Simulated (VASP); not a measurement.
# Ti2OsC6 (Fm-3m) in VASP: single point with PBE

Aim: the single point of Ti2OsC6 with PBE.

Program: VASP 6.6.1. These are calculated values, not measurements. Logs are shortened: lines on timing, memory, paths and dates and some standing lists are left out, and cuts for length are marked.

### Step 1. The cell of the first run

The structure is cubic, space group Fm-3m (No. 225). The conventional cell has a = 6.706 Å, b = 6.706 Å, c = 6.706 Å, α = 90.00°, β = 90.00°, γ = 90.00°. Within 3.2 Å of Ti (site symmetry -43m) lie 12 C at 2.41 Å and 4 Os at 2.90 Å. Within 3.0 Å of Os (site symmetry m-3m) lie 6 C at 2.10 Å and 8 Ti at 2.90 Å. Within 2.6 Å of C (site symmetry 4mm) lie 5 C at 1.77 to 2.51 Å and 1 Os at 2.10 Å and 4 Ti at 2.41 Å.

### Step 2. Single point, PBE

The input, POSCAR:

```
Ti2OsC6
1.0
    0.0000000000      3.3531238965      3.3531238965
    3.3531238965      0.0000000000      3.3531238965
    3.3531238965      3.3531238965      0.0000000000
Ti Os C
2 1 6
Direct
    0.2500000000      0.2500000000      0.2500000000
    0.7500000000      0.7500000000      0.7500000000
    0.5000000000      0.5000000000      0.5000000000
    0.8129186715      0.1870813285      0.1870813285
    0.1870813285      0.8129186715      0.8129186715
    0.1870813285      0.8129186715      0.1870813285
    0.8129186715      0.1870813285      0.8129186715
    0.1870813285      0.1870813285      0.8129186715
    0.8129186715      0.8129186715      0.1870813285
```

The input, INCAR.step1:

```
  ALGO = Normal
  EDIFF = 1E-7
  ENCUT = 520
  GGA = PE
  ISIF = 2
  ISMEAR = 0
  LASPH = True
  LCHARG = True
  LMAXMIX = 4
  LREAL = False
  LWAVE = False
  NBANDS = 38
  NELM = 100
  PREC = Accurate
  SIGMA = 0.1
```

The input, KPOINTS.step1:

```
k-points
0
Gamma
  10 10 10
```

The input, INCAR.step2:

```
  ALGO = Normal
  EDIFF = 1E-7
  ENCUT = 520
  GGA = PE
  ICHARG = 11
  ISIF = 2
  ISMEAR = -5
  LASPH = True
  LCHARG = False
  LMAXMIX = 4
  LORBIT = 11
  LREAL = False
  LWAVE = False
  NBANDS = 38
  NEDOS = 2001
  NELM = 100
  PREC = Accurate
  SIGMA = 0.1
```

The input, KPOINTS.step2:

```
k-points
0
Gamma
  15 15 15
```

Potentials or basis: VASP PAW PBE potentials, release 64 (Ti_sv, Os, C).

Launch:

```console
$ cat potpaw_PBE.64/Ti_sv/POTCAR potpaw_PBE.64/Os/POTCAR potpaw_PBE.64/C/POTCAR > POTCAR
$ cp INCAR.step1 INCAR
$ cp KPOINTS.step1 KPOINTS
$ mpirun -np 1 vasp_std > vasp.out
$ cp INCAR.step2 INCAR
$ cp KPOINTS.step2 KPOINTS
$ mpirun -np 1 vasp_std > vasp.out
```

OUTCAR:

```text
EDIFF = 1E-7
   ENCUT = 520
   GGA = PE
   ICHARG = 11
   ISIF = 2
   ISMEAR = -5
   LASPH = True
   LORBIT = 11
   LREAL = False
   NELM = 100
   PREC = Accurate

 ion  position               nearest neighbor table
   1  0.250  0.250  0.250-   4 2.41   7 2.41   9 2.41   5 2.41   6 2.41   9 2.41   5 2.41   7 2.41
                             8 2.41   4 2.41   6 2.41   8 2.41   3 2.90   3 2.90   3 2.90   3 2.90
   2  0.750  0.750  0.750-   5 2.41   7 2.41   9 2.41   4 2.41   6 2.41   9 2.41   4 2.41   7 2.41
                             8 2.41   5 2.41   6 2.41   8 2.41   3 2.90   3 2.90   3 2.90   3 2.90
   3  0.500  0.500  0.500-   4 2.10   5 2.10   6 2.10   7 2.10   8 2.10   9 2.10   1 2.90   1 2.90
                             2 2.90   2 2.90   1 2.90   1 2.90   2 2.90   2 2.90
   4  0.813  0.187  0.187-   6 1.77   7 1.77   8 1.77   9 1.77   3 2.10   1 2.41   2 2.41   2 2.41
                             1 2.41
   5  0.187  0.813  0.813-   6 1.77   7 1.77   8 1.77   9 1.77   3 2.10   2 2.41   2 2.41   1 2.41
                             1 2.41
   6  0.187  0.813  0.187-   4 1.77   5 1.77   8 1.77   9 1.77   3 2.10   1 2.41   2 2.41   2 2.41
                             1 2.41
   7  0.813  0.187  0.813-   4 1.77   5 1.77   8 1.77   9 1.77   3 2.10   2 2.41   2 2.41   1 2.41
                             1 2.41
   8  0.187  0.187  0.813-   4 1.77   5 1.77   6 1.77   7 1.77   3 2.10   1 2.41   2 2.41   2 2.41
                             1 2.41
   9  0.813  0.813  0.187-   4 1.77   5 1.77   6 1.77   7 1.77   3 2.10   2 2.41   2 2.41   1 2.41
                             1 2.41

  LATTYP: Found a face centered cubic cell.
 ALAT       =     6.7062477930

  Lattice vectors:

 A1 = (   0.0000000000,   3.3531238965,   3.3531238965)
 A2 = (   3.3531238965,   0.0000000000,   3.3531238965)
 A3 = (   3.3531238965,   3.3531238965,   0.0000000000)

Analysis of symmetry for initial positions (statically):
=====================================================================
 Subroutine PRICEL returns:
 Original cell was already a primitive cell.

 Routine SETGRP: Setting up the symmetry group for a
 face centered cubic supercell.

 Subroutine GETGRP returns: Found 48 space group operations
 (whereof 48 operations were pure point group operations)
 out of a pool of 48 trial point group operations.

The static configuration has the point symmetry O_h .

Analysis of symmetry for dynamics (positions and initial velocities):
=====================================================================
 Subroutine PRICEL returns:
 Original cell was already a primitive cell.

 Routine SETGRP: Setting up the symmetry group for a
 face centered cubic supercell.

 Subroutine GETGRP returns: Found 48 space group operations
 (whereof 48 operations were pure point group operations)
 out of a pool of 48 trial point group operations.

The dynamic configuration has the point symmetry O_h .

 Subroutine INISYM returns: Found 48 space group operations
 (whereof 48 operations are pure point group operations),
 and found     1 'primitive' translations

----------------------------------------------------------------------------------------

                                     Primitive cell

  volume of cell :      75.4013

  direct lattice vectors                    reciprocal lattice vectors
     0.000000000  3.353123897  3.353123897    -0.149114681  0.149114681  0.149114681
     3.353123897  0.000000000  3.353123897     0.149114681 -0.149114681  0.149114681
     3.353123897  3.353123897  0.000000000     0.149114681  0.149114681 -0.149114681

  length of vectors
     4.742033291  4.742033291  4.742033291     0.258274204  0.258274204  0.258274204

  position of ions in fractional coordinates (direct lattice)
     0.250000000  0.250000000  0.250000000
     0.750000000  0.750000000  0.750000000
     0.500000000  0.500000000  0.500000000
     0.812918672  0.187081328  0.187081328
     0.187081328  0.812918672  0.812918672
     0.187081328  0.812918672  0.187081328
     0.812918672  0.187081328  0.812918672
     0.187081328  0.187081328  0.812918672
     0.812918672  0.812918672  0.187081328

  ion indices of the primitive-cell ions
   primitive index   ion index
                 1           1
                 2           2
[... 27 lines left out ...]
     0.000000000  0.000000000  0.000000000

 TETIRR: Found    484 inequivalent tetrahedra from    20250

 Subroutine IBZKPT returns following result:
 ===========================================

 Found    120 irreducible k-points:

 Following reciprocal coordinates:
            Coordinates               Weight
  0.000000  0.000000  0.000000      1.000000
  0.066667  0.000000  0.000000      8.000000
  0.133333  0.000000  0.000000      8.000000
  0.200000  0.000000  0.000000      8.000000
  0.266667  0.000000  0.000000      8.000000
  0.333333  0.000000  0.000000      8.000000
[... 16 lines left out ...]
  0.133333  0.133333  0.000000      6.000000
  0.200000  0.133333  0.000000     24.000000
 [... further k-points ...]
   k-points           NKPTS =    120   k-points in BZ     NKDIM =    120   number of bands    NBANDS=     38
   number of dos      NEDOS =   2001   number of ions     NIONS =      9
   total plane-waves  NPLWV =  46656
   dimension x,y,z NGX =    36 NGY =   36 NGZ =   36
   dimension x,y,z NGXF=    72 NGYF=   72 NGZF=   72
   ions per type =               2   1   6
   NGX,Y,Z   is equivalent  to a cutoff of  12.62, 12.62, 12.62 a.u.
   NGXF,Y,Z  is equivalent  to a cutoff of  25.24, 25.24, 25.24 a.u.
 SYSTEM =  unknown system
   PREC   = accura    normal or accurate (medium, high low for compatibility)
   ISTART =      0    job   : 0-new  1-cont  2-samecut
   ICHARG =     11    charge: 1-file 2-atom 10-const
   ISPIN  =      1    spin polarized calculation?
   LNONCOLLINEAR =      F non collinear calculations
   LSORBIT =      F    spin-orbit coupling
   LASPH  =      T    aspherical Exc in radial PAW
   ENCUT  =  520.0 eV  38.22 Ry    6.18 a.u.   8.82  8.82  8.82*2*pi/ulx,y,z
   NELM   =    100;   NELMIN=  2; NELMDL=  0     # of ELM steps
   EDIFF  = 0.1E-06   stopping-criterion for ELM
   LREAL  =      F    real-space projection
   EDIFFG = 0.1E-05   stopping-criterion for IOM
   NSW    =      0    number of steps for IOM
   IBRION =     -1    ionic relax: 0-MD 1-quasi-New 2-CG
   NFREE  =      0    steps in history (QN), initial steepest desc. (CG)
   ISIF   =      2    stress and relaxation
   ISYM   =      2    0-nonsym 1-usesym 2-fastsym
   POTIM  = 0.5000    time-step for ionic-motion
   TEBEG  =    0.0;   TEEND  =   0.0 temperature during run
   PSTRESS=    0.0 pullay stress
   NELECT =      56.0000    total number of electrons
   NUPDOWN=      -1.0000    fix difference up-down
   EMIN   =  10.00;   EMAX   =-10.00  energy-range for DOS
   EFERMI =   0.00;   METHOD = LEGACY
   ISMEAR =    -5;   SIGMA  =   0.10  broadening in eV -4-tet -1-fermi 0-gaus
   EFERMI_NEDOS =   21; number of points for ismear=-14 and -15
   IALGO  =     38    algorithm
   IMIX   =      4    mixing-type and parameters
     AMIX     =   0.40;   BMIX     =  1.00
     AMIX_MAG =   1.60;   BMIX_MAG =  1.00
  volume/ion in A,a.u.               =       8.38        56.54
  Fermi-wavevector in a.u.,A,eV,Ry     =   1.482556  2.801625 29.905247  2.197974
  Thomas-Fermi vector in A             =   2.596328
   LORBIT       =     11    0 simple, 1 ext, 2 COOP (PROOUT), +10 PAW based schemes
   GGA     = PE    functional components
   LHFCALC =     F    Hartree Fock is set to
   AEXX    =    0.0000 exact exchange contribution
   IVDW    =     0    specifies the selected vdW correction
   LEPSILON=     F    determine dielectric tensor
   LRPA    =     F    only Hartree local field effects (RPA)
 non-spin polarized calculation
 Fermi weights with tetrahedron method with Bloechl corrections
  energy-cutoff  :      520.00
  volume of cell :       75.40
 maximum number of plane-waves:      2085

 number of electron      56.0000012 magnetization

 Free energy of the ion-electron system (eV)
  ---------------------------------------------------
  ext. energy  EPLUGINS =         0.00000000
  ---------------------------------------------------
  free energy    TOTEN  =       -69.96206976 eV

  energy without entropy =      -69.96206976  energy(sigma->0) =      -69.96206976

 E-fermi :  12.1480     XC(G=0): -13.3505

 val. band max:       12.1487746323   @ k =  -0.4667   0.4000   0.1333
 cond. band min:      12.1219353086   @ k =  -0.2667   0.0667   0.0000
 fundamental gap:     -0.0268393237
 Fermi energy:        12.1480260074

 k-point     1 :       0.0000    0.0000    0.0000
  band No.  band energies     occupation
      1     -45.9129      2.00000
      2     -45.8874      2.00000
      3     -22.2948      2.00000
      4     -22.2948      2.00000
      5     -22.2948      2.00000
      6     -22.2030      2.00000
[... 973 lines left out ...]
     37      13.7798      0.00000
     38      14.3057      0.00000

 [... further k-points ...]

------------------------ aborting loop because EDIFF is reached ----------------------------------------

  FORCE on cell =-STRESS in cart. coord.  units (eV):
  Direction    XX          YY          ZZ          XY          YZ          ZX
  --------------------------------------------------------------------------------------
  -------------------------------------------------------------------------------------
  Total        0.3307610      0.3307610      0.3307610      0.0000000      0.0000000     -0.0000000
  in kB        7.0282327      7.0282327      7.0282327      0.0000000      0.0000000     -0.0000000
  external PRESSURE =       7.0282327 kB  Pullay stress =       0.0000000 kB

 VOLUME and BASIS-vectors are now :
 -----------------------------------------------------------------------------
  energy-cutoff  :      520.00
  volume of cell :       75.40
      direct lattice vectors                 reciprocal lattice vectors
     0.000000000  3.353123897  3.353123897    -0.149114681  0.149114681  0.149114681
     3.353123897  0.000000000  3.353123897     0.149114681 -0.149114681  0.149114681
     3.353123897  3.353123897  0.000000000     0.149114681  0.149114681 -0.149114681

 POSITION                                       TOTAL-FORCE (eV/Angst)
 -----------------------------------------------------------------------------------
      1.67656      1.67656      1.67656         0.000000      0.000000      0.000000
      5.02969      5.02969      5.02969        -0.000000     -0.000000      0.000000
      3.35312      3.35312      3.35312        -0.000000     -0.000000      0.000000
      1.25461      3.35312      3.35312        -0.070942      0.000000      0.000000
      5.45163      3.35312      3.35312         0.070942      0.000000      0.000000
      3.35312      1.25461      3.35312         0.000000     -0.070942      0.000000
      3.35312      5.45163      3.35312         0.000000      0.070942      0.000000
      3.35312      3.35312      1.25461         0.000000      0.000000     -0.070942
      3.35312      3.35312      5.45163         0.000000      0.000000      0.070942
 -----------------------------------------------------------------------------------
    total drift:                                0.000000      0.000000      0.000000

  FREE ENERGIE OF THE ION-ELECTRON SYSTEM (eV)
  ---------------------------------------------------
  free  energy   TOTEN  =       -69.9620697582 eV

  energy  without entropy=      -69.9620697582  energy(sigma->0) =      -69.96206976

 total charge

# of ion       s       p       d       tot
------------------------------------------
    1        2.120   6.108   2.075  10.303
    2        2.120   6.108   2.075  10.303
    3        0.613   0.917   6.296   7.825
    4        0.846   1.492   0.000   2.338
    5        0.846   1.492   0.000   2.338
    6        0.846   1.492   0.000   2.338
    7        0.846   1.492   0.000   2.338
    8        0.846   1.492   0.000   2.338
    9        0.846   1.492   0.000   2.338
--------------------------------------------------
tot          9.927  22.087  10.446  42.461
```

Run time: 4 min. Hardware: 1 thread of Intel Xeon 6975P-C (Granite Rapids), shared host; peak memory 0.42 GiB.

Results:

* Valence electrons inside the program's atomic spheres: Ti 10.30; Os 7.83; C 2.34

Caveat: spin-orbit coupling is left out, which moves the levels of the heavy elements.
